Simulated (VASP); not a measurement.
# TiTe2 in VASP: a series of runs

The runs below take TiTe2 through single point, relaxation of shape and atoms at fixed volume, with PBE.

Program: VASP 6.6.1. These are calculated values, not measurements. Logs are shortened: lines on timing, memory, paths and dates and some standing lists are left out, and cuts for length are marked.

## Step 1: The cell of the first run

The structure is monoclinic, space group C2/m (No. 12). Conventional cell: a = 6.382 Å, b = 3.772 Å, c = 6.443 Å, α = 90.00°, β = 91.27°, γ = 90.00°. Within 3.5 Å of Ti (site symmetry 2/m) lie 6 Te at 2.67 to 2.79 Å. Within 3.5 Å of Te (site symmetry m) lie 3 Ti at 2.67 to 2.79 Å.

## Step 2: Single point, PBE (strained and its atoms moved)

Contents of INCAR:

```
SYSTEM = TiTe2
ALGO = Normal ; EDIFF = 1E-6
ENCUT = 520 ; GGA = PE
ISIF = 2 ; ISMEAR = 0
LASPH = .TRUE. ; LCHARG = .FALSE.
LREAL = .FALSE. ; LWAVE = .FALSE.
NBANDS = 19 ; NELM = 100
PREC = Accurate ; SIGMA = 0.1
```

Contents of KPOINTS:

```
k-points
0
G
  15 15 8
  0 0 0
```

Contents of POSCAR:

```
TiTe2
1.0
    3.7064087410     -0.0377700089     -0.0356548884
   -1.8859141577      3.2665089352      0.0000006102
   -0.0613411200     -0.0354141000      6.4427020200
Ti Te
1 2
Direct
    0.0000000000      0.0000000000      0.0000000000
    0.6563200255      0.3281600127      0.2650013110
    0.3436799745      0.6718399873      0.7349986890
```

Potentials or basis: VASP PAW PBE potentials, release 64 (Ti_sv, Te).

Launch:

```sh
$ cat potpaw_PBE.64/Ti_sv/POTCAR potpaw_PBE.64/Te/POTCAR > POTCAR
$ mpirun -np 1 vasp_std > vasp.out
```

OUTCAR:

```text
SYSTEM = TiTe2
   EDIFF = 1E-6
   ENCUT = 520
   GGA = PE
   ISIF = 2
   ISMEAR = 0
   LASPH = .TRUE.
   LREAL = .FALSE.
   NELM = 100
   PREC = Accurate

 ion  position               nearest neighbor table
   1  0.000  0.000  0.000-   2 2.67   3 2.67   3 2.79   2 2.79   2 2.79   3 2.79
   2  0.656  0.328  0.265-   1 2.67   1 2.79   1 2.79
   3  0.344  0.672  0.735-   1 2.67   1 2.79   1 2.79

  LATTYP: Found a base centered monoclinic cell.
 ALAT       =     6.3823215200
 B/A-ratio  =     0.5909819470
 C/A-ratio  =     1.0095215879
 COS(beta)  =    -0.0221647315

  Lattice vectors:

 A1 = (   3.7064087410,  -0.0377700089,  -0.0356548884)
 A2 = (   1.8204945833,   3.2287389263,  -0.0356542782)
 A3 = (  -0.0613411200,  -0.0354141000,   6.4427020200)

Analysis of symmetry for initial positions (statically):
=====================================================================
 Subroutine PRICEL returns:
 Original cell was already a primitive cell.

 Routine SETGRP: Setting up the symmetry group for a
 base centered monoclinic supercell.

 Subroutine GETGRP returns: Found  4 space group operations
 (whereof  4 operations were pure point group operations)
 out of a pool of  4 trial point group operations.

The static configuration has the point symmetry C_2h.

Analysis of symmetry for dynamics (positions and initial velocities):
=====================================================================
 Subroutine PRICEL returns:
 Original cell was already a primitive cell.

 Routine SETGRP: Setting up the symmetry group for a
 base centered monoclinic supercell.

 Subroutine GETGRP returns: Found  4 space group operations
 (whereof  4 operations were pure point group operations)
 out of a pool of  4 trial point group operations.

The dynamic configuration has the point symmetry C_2h.

 Subroutine INISYM returns: Found  4 space group operations
 (whereof  4 operations are pure point group operations),
 and found     1 'primitive' translations

----------------------------------------------------------------------------------------

                                     Primitive cell

  volume of cell :      77.5335

  direct lattice vectors                    reciprocal lattice vectors
     3.706408741 -0.037770009 -0.035654888     0.271433056  0.156711477  0.003445729
    -1.885914158  3.266508935  0.000000610     0.003154813  0.307958657  0.001722817
    -0.061341120 -0.035414100  6.442702020     0.001502151  0.000867236  0.155233449

  length of vectors
     3.706772666  3.771836798  6.443091355     0.313442601  0.307979635  0.155243139

  position of ions in fractional coordinates (direct lattice)
     0.000000000  0.000000000  0.000000000
     0.656320026  0.328160013  0.265001311
     0.343679974  0.671839987  0.734998689

  ion indices of the primitive-cell ions
   primitive index   ion index
                 1           1
                 2           2
                 3           3

----------------------------------------------------------------------------------------

 KPOINTS: k-points

Automatic generation of k-mesh.
 Grid dimensions read from file:
 generate k-points for:   15   15    8

 Generating k-lattice:

  Cartesian coordinates                     Fractional coordinates (reciprocal lattice)
     0.018095537  0.010447432  0.000229715     0.066666667  0.000000000 -0.000000000
     0.000210321  0.020530577  0.000114854     0.000000000  0.066666667  0.000000000
     0.000187769  0.000108404  0.019404181     0.000000000  0.000000000  0.125000000

  Length of vectors
     0.020896173  0.020531976  0.019405392

  Shift w.r.t. Gamma in fractional coordinates (k-lattice)
     0.000000000  0.000000000  0.000000000

 Subroutine IBZKPT returns following result:
 ===========================================

 Found    488 irreducible k-points:

 Following reciprocal coordinates:
            Coordinates               Weight
  0.000000  0.000000  0.000000      1.000000
  0.066667  0.000000 -0.000000      2.000000
  0.133333  0.000000 -0.000000      2.000000
  0.200000  0.000000 -0.000000      2.000000
  0.266667  0.000000 -0.000000      2.000000
  0.333333 -0.000000 -0.000000      2.000000
[... 16 lines left out ...]
  0.400000  0.133333 -0.000000      4.000000
 -0.066667  0.133333 -0.000000      2.000000
 [... further k-points ...]
   k-points           NKPTS =    488   k-points in BZ     NKDIM =    488   number of bands    NBANDS=     19
   number of dos      NEDOS =    301   number of ions     NIONS =      3
   total plane-waves  NPLWV =  37632
   dimension x,y,z NGX =    28 NGY =   28 NGZ =   48
   dimension x,y,z NGXF=    56 NGYF=   56 NGZF=   96
   ions per type =               1   2
   NGX,Y,Z   is equivalent  to a cutoff of  12.56, 12.34, 12.39 a.u.
   NGXF,Y,Z  is equivalent  to a cutoff of  25.12, 24.68, 24.77 a.u.
 SYSTEM =  TiTe2
   PREC   = accura    normal or accurate (medium, high low for compatibility)
   ISTART =      0    job   : 0-new  1-cont  2-samecut
   ICHARG =      2    charge: 1-file 2-atom 10-const
   ISPIN  =      1    spin polarized calculation?
   LNONCOLLINEAR =      F non collinear calculations
   LSORBIT =      F    spin-orbit coupling
   LASPH  =      T    aspherical Exc in radial PAW
   ENCUT  =  520.0 eV  38.22 Ry    6.18 a.u.   6.89  7.01 11.98*2*pi/ulx,y,z
   NELM   =    100;   NELMIN=  2; NELMDL= -5     # of ELM steps
   EDIFF  = 0.1E-05   stopping-criterion for ELM
   LREAL  =      F    real-space projection
   EDIFFG = 0.1E-04   stopping-criterion for IOM
   NSW    =      0    number of steps for IOM
   IBRION =     -1    ionic relax: 0-MD 1-quasi-New 2-CG
   NFREE  =      0    steps in history (QN), initial steepest desc. (CG)
   ISIF   =      2    stress and relaxation
   ISYM   =      2    0-nonsym 1-usesym 2-fastsym
   POTIM  = 0.5000    time-step for ionic-motion
   TEBEG  =    0.0;   TEEND  =   0.0 temperature during run
   PSTRESS=    0.0 pullay stress
   NELECT =      24.0000    total number of electrons
   NUPDOWN=      -1.0000    fix difference up-down
   EMIN   =  10.00;   EMAX   =-10.00  energy-range for DOS
   EFERMI =   0.00;   METHOD = LEGACY
   ISMEAR =     0;   SIGMA  =   0.10  broadening in eV -4-tet -1-fermi 0-gaus
   EFERMI_NEDOS =   21; number of points for ismear=-14 and -15
   IALGO  =     38    algorithm
   IMIX   =      4    mixing-type and parameters
     AMIX     =   0.40;   BMIX     =  1.00
     AMIX_MAG =   1.60;   BMIX_MAG =  1.00
  volume/ion in A,a.u.               =      25.84       174.41
  Fermi-wavevector in a.u.,A,eV,Ry     =   1.107428  2.092736 16.686143  1.226397
  Thomas-Fermi vector in A             =   2.243942
   LORBIT       =      0    0 simple, 1 ext, 2 COOP (PROOUT), +10 PAW based schemes
   GGA     = PE    functional components
   LHFCALC =     F    Hartree Fock is set to
   AEXX    =    0.0000 exact exchange contribution
   IVDW    =     0    specifies the selected vdW correction
   LEPSILON=     F    determine dielectric tensor
   LRPA    =     F    only Hartree local field effects (RPA)
 non-spin polarized calculation
 Gauss-broadening in eV      SIGMA  =   0.10
  energy-cutoff  :      520.00
  volume of cell :       77.53
 maximum number of plane-waves:      2110
   NGX = 13   NGY = 13   NGZ = 23

 number of electron      23.9999998 magnetization

 Free energy of the ion-electron system (eV)
  ---------------------------------------------------
  ext. energy  EPLUGINS =         0.00000000
  ---------------------------------------------------
  free energy    TOTEN  =       -16.13997705 eV

  energy without entropy =      -16.13265430  energy(sigma->0) =      -16.13631568

 E-fermi :   7.2773     XC(G=0): -10.0266

 val. band max:        7.2750927347   @ k =  -0.2667   0.2667   0.1250
 cond. band min:       7.2830649920   @ k =  -0.4000   0.4667   0.3750
 fundamental gap:      0.0079722573
 Fermi energy:         7.2772560320

 k-point     1 :       0.0000    0.0000    0.0000
  band No.  band energies     occupation
      1     -50.1476      2.00000
      2     -26.4214      2.00000
      3     -26.4085      2.00000
      4     -26.3733      2.00000
      5      -5.3602      2.00000
      6      -3.7634      2.00000
[... 11 lines left out ...]
     18      12.4377      0.00000
     19      13.4808      0.00000

 k-point     2 :       0.0667    0.0000   -0.0000
  band No.  band energies     occupation
      1     -50.1474      2.00000
      2     -26.4220      2.00000
      3     -26.4106      2.00000
      4     -26.3729      2.00000
      5      -5.3059      2.00000
      6      -3.7353      2.00000
[... 11 lines left out ...]
     18      12.8195      0.00000
     19      13.7744      0.00000

 k-point     3 :       0.1333    0.0000   -0.0000
  band No.  band energies     occupation
      1     -50.1469      2.00000
      2     -26.4235      2.00000
      3     -26.4168      2.00000
      4     -26.3717      2.00000
      5      -5.1459      2.00000
      6      -3.6543      2.00000
[... 11 lines left out ...]
     18      13.3267      0.00000
     19      14.3073      0.00000

 k-point     4 :       0.2000    0.0000   -0.0000
  band No.  band energies     occupation
      1     -50.1462      2.00000
      2     -26.4259      2.00000
      3     -26.4258      2.00000
      4     -26.3697      2.00000
      5      -4.8889      2.00000
      6      -3.5306      2.00000
[... 11 lines left out ...]
     18      13.2520      0.00000
     19      14.3298      0.00000

 k-point     5 :       0.2667    0.0000   -0.0000
  band No.  band energies     occupation
      1     -50.1453      2.00000
      2     -26.4366      2.00000
      3     -26.4284      2.00000
      4     -26.3673      2.00000
      5      -4.5524      2.00000
      6      -3.3840      2.00000
[... 11 lines left out ...]
     18      12.9367      0.00000
     19      13.6596      0.00000

 k-point     6 :       0.3333   -0.0000   -0.0000
  band No.  band energies     occupation
      1     -50.1445      2.00000
      2     -26.4468      2.00000
      3     -26.4310      2.00000
      4     -26.3650      2.00000
      5      -4.1666      2.00000
      6      -3.2467      2.00000
[... 11 lines left out ...]
     18      12.7483      0.00000
     19      13.0578      0.00000

 k-point     7 :       0.4000   -0.0000   -0.0000
  band No.  band energies     occupation
      1     -50.1439      2.00000
      2     -26.4548      2.00000
      3     -26.4329      2.00000
      4     -26.3631      2.00000
      5      -3.7828      2.00000
      6      -3.1645      2.00000
[... 11 lines left out ...]
     18      12.6569      0.00000
     19      12.8066      0.00000

 k-point     8 :       0.4667   -0.0000   -0.0000
  band No.  band energies     occupation
      1     -50.1436      2.00000
      2     -26.4592      2.00000
      3     -26.4340      2.00000
      4     -26.3620      2.00000
      5      -3.4885      2.00000
      6      -3.1747      2.00000
[... 256 lines left out ...]
 k-point    20 :       0.2000    0.1333   -0.0000
  band No.  band energies     occupation
      1     -50.1451      2.00000
      2     -26.4416      2.00000
      3     -26.4273      2.00000
      4     -26.3666      2.00000
      5      -4.4274      2.00000
      6      -3.3337      2.00000
[... 11 lines left out ...]
     18      13.4268      0.00000
     19      14.0037      0.00000

 k-point    21 :       0.2667    0.1333   -0.0000
  band No.  band energies     occupation
      1     -50.1444      2.00000
      2     -26.4481      2.00000
      3     -26.4325      2.00000
      4     -26.3645      2.00000
      5      -4.0576      2.00000
      6      -3.2081      2.00000
[... 11 lines left out ...]
     18      12.6979      0.00000
     19      13.7726      0.00000

 k-point    22 :       0.3333    0.1333   -0.0000
  band No.  band energies     occupation
      1     -50.1438      2.00000
      2     -26.4535      2.00000
      3     -26.4362      2.00000
      4     -26.3628      2.00000
      5      -3.6948      2.00000
      6      -3.1320      2.00000
[... 11 lines left out ...]
     18      12.3219      0.00000
     19      13.6732      0.00000

 k-point    23 :       0.4000    0.1333   -0.0000
  band No.  band energies     occupation
      1     -50.1435      2.00000
      2     -26.4565      2.00000
      3     -26.4381      2.00000
      4     -26.3618      2.00000
      5      -3.4219      2.00000
      6      -3.1384      2.00000
[... 11 lines left out ...]
     18      12.1763      0.00000
     19      13.6491      0.00000

 k-point    24 :      -0.0667    0.1333   -0.0000
  band No.  band energies     occupation
      1     -50.1471      2.00000
      2     -26.4268      2.00000
      3     -26.4099      2.00000
      4     -26.3723      2.00000
      5      -5.2110      2.00000
      6      -3.6840      2.00000
[... 11 lines left out ...]
     18      13.4585      0.00000
     19      14.1048      0.00000

 [... further k-points ...]
[... 5 lines left out ...]
  --------------------------------------------------------------------------------------
  -------------------------------------------------------------------------------------
  Total        1.7395269      0.8910703      1.7645310      0.7347925      0.7473346      1.2944153
  in kB       35.9461666     18.4133749     36.4628581     15.1839980     15.4431721     26.7482313
  external PRESSURE =      30.2741332 kB  Pullay stress =       0.0000000 kB

 VOLUME and BASIS-vectors are now :
 -----------------------------------------------------------------------------
  energy-cutoff  :      520.00
  volume of cell :       77.53
      direct lattice vectors                 reciprocal lattice vectors
     3.706408741 -0.037770009 -0.035654888     0.271433056  0.156711477  0.003445729
    -1.885914158  3.266508935  0.000000610     0.003154813  0.307958657  0.001722817
    -0.061341120 -0.035414100  6.442702020     0.001502151  0.000867236  0.155233449

 POSITION                                       TOTAL-FORCE (eV/Angst)
 -----------------------------------------------------------------------------------
      0.00000      0.00000      0.00000        -0.000000      0.000000      0.000000
      1.79745      1.03776      1.68392         0.351452      0.202912      0.243462
     -0.03830      2.15556      4.72312        -0.351452     -0.202912     -0.243462
 -----------------------------------------------------------------------------------
    total drift:                               -0.000000     -0.000000     -0.000000

  FREE ENERGIE OF THE ION-ELECTRON SYSTEM (eV)
  ---------------------------------------------------
  free  energy   TOTEN  =       -16.1399770517 eV

  energy  without entropy=      -16.1326542986  energy(sigma->0) =      -16.13631568
```

Run time: 7.1 min. Hardware: 1 thread of AMD EPYC 9R45 (Zen 5), shared host; peak memory 0.71 GiB.

Results:

| Quantity | Value |
| --- | --- |
| Free energy | -16.1400 eV |
| Pressure | 3.0 GPa |
| Largest force | 0.473 eV/Å |
| Band gap on the k mesh | zero (band 12 reaches 7.71 eV, above the bottom of band 13 at 6.92 eV) |

Forces in eV/Å, atoms in the order of the input:
```
Ti   0.000  0.000  0.000
Te   0.351  0.203  0.243
Te  -0.351 -0.203 -0.243
```

Stress tensor (GPa, compression positive):
```
3.59 1.52 2.67
1.52 1.84 1.54
2.67 1.54 3.65
```

Levels at points of the mesh, in eV from the Fermi level:
| k point | band 9 | band 10 | band 11 | band 12 | band 13 | band 14 | band 15 | band 16 |
| --- | --- | --- | --- | --- | --- | --- | --- | --- |
| (0.00, 0.00, 0.00) | -1.69 | 0.26 | 0.38 | 0.43 | 0.59 | 1.12 | 1.20 | 2.99 |
| (0.00, 0.00, 0.50) | -1.65 | -1.61 | 0.37 | 0.40 | 0.76 | 0.85 | 1.05 | 3.46 |

Caveat: the cell differs from its parent crystal (strained and its atoms moved); spin-orbit coupling is left out, which moves the levels of the heavy elements; this functional lacks dispersion, which binds the layers, so the pressure and a relaxed spacing across them are unreliable.

## Step 3: Relaxation of shape and atoms at fixed volume, PBE (volume scaled by 0.94)

Contents of INCAR:

```
SYSTEM = TiTe2
ALGO = Normal
EDIFF = 1E-7
EDIFFG = -0.01
ENCUT = 600
GGA = PE
IBRION = 2
ISIF = 4
ISMEAR = 0
LASPH = .TRUE.
LCHARG = .FALSE.
LREAL = .FALSE.
LWAVE = .FALSE.
NELM = 80
NSW = 50
PREC = Accurate
SIGMA = 0.1
```

Contents of KPOINTS:

```
k-points
0
G
  12 12 8
  0 0 0
```

Contents of POSCAR:

```
TiTe2
1.0
    3.7189214162      0.0000000000      0.0000000000
   -1.8594607081      3.2206804211      0.0000000000
    0.0000000000      0.0000000000      6.6601370258
Ti Te
1 2
Direct
    0.0000000000      0.0000000000      0.0000000000
    0.6666666667      0.3333333333      0.2571007407
    0.3333333333      0.6666666667      0.7428992593
```

Potentials or basis: VASP PAW PBE potentials, release 64 (Ti_sv, Te).

Launch:

```sh
$ cat potpaw_PBE.64/Ti_sv/POTCAR potpaw_PBE.64/Te/POTCAR > POTCAR
$ mpirun -np 1 vasp_std > vasp.out
```

Run time: 15 min. Hardware: 1 thread of Intel Xeon 6975P-C, shared host; peak memory 0.38 GiB.

Results (log left out):

```
Free energy               : -16.2075 eV
Energy gained by relaxing : 3.6 meV/atom
Ionic steps               : 7
Pressure after relaxing   : 1.2 GPa
Band gap on the k mesh    : zero (band 12 reaches 7.32 eV, above the bottom of band 13 at 6.58 eV)
```

The path:
| step | energy change (eV) | largest force (eV/Å) | pressure (GPa) | volume (Å³) |
| --- | --- | --- | --- | --- |
| 1 | 0.0000 | 0.2904 | 2.53 | 79.77 |
| 2 | -0.0061 | 0.1513 | 2.01 | 79.77 |
| 3 | -0.0083 | 0.0047 | 1.43 | 79.77 |
| 4 | -0.0099 | 0.0071 | 1.32 | 79.77 |
| 5 | -0.0109 | 0.0133 | 1.14 | 79.77 |
| 6 | -0.0109 | 0.0131 | 1.16 | 79.77 |
| 7 | -0.0109 | 0.0008 | 1.20 | 79.77 |

Final structure:
```yaml
crystal:
  lattice:
    - [3.74209, 0.00000, 0.00000]
    - [-1.87105, 3.24075, 0.00000]
    - [0.00000, 0.00000, 6.57792]
  atoms:
    - { symbol: Ti, position: [0.00000, 0.00000, 0.00000] }
    - { symbol: Te, position: [0.66667, 0.33333, 0.26295] }
    - { symbol: Te, position: [0.33333, 0.66667, 0.73705] }
```

Levels at points of the mesh, in eV from the Fermi level:
```csv
k point,band 8,band 9,band 10,band 11,band 12,band 13,band 14,band 15,band 16
"(0.00, 0.00, 0.00)",-1.60,-1.60,0.28,0.41,0.41,0.41,1.16,1.16,3.10
"(0.50, 0.00, 0.00)",-3.81,-2.73,-2.44,-1.74,-1.06,-0.02,1.19,1.53,2.40
"(0.00, 0.00, 0.50)",-2.76,-1.54,-1.54,0.40,0.40,0.86,0.86,0.98,3.50
"(0.50, 0.00, 0.50)",-4.60,-2.49,-1.99,-1.06,-0.56,-0.33,1.19,1.52,2.63
```

Caveat: the cell differs from its parent crystal (volume scaled by 0.94); spin-orbit coupling is left out, which moves the levels of the heavy elements; this functional lacks dispersion, which binds the layers, so the pressure and a relaxed spacing across them are unreliable.

[end of part 1 of 2]
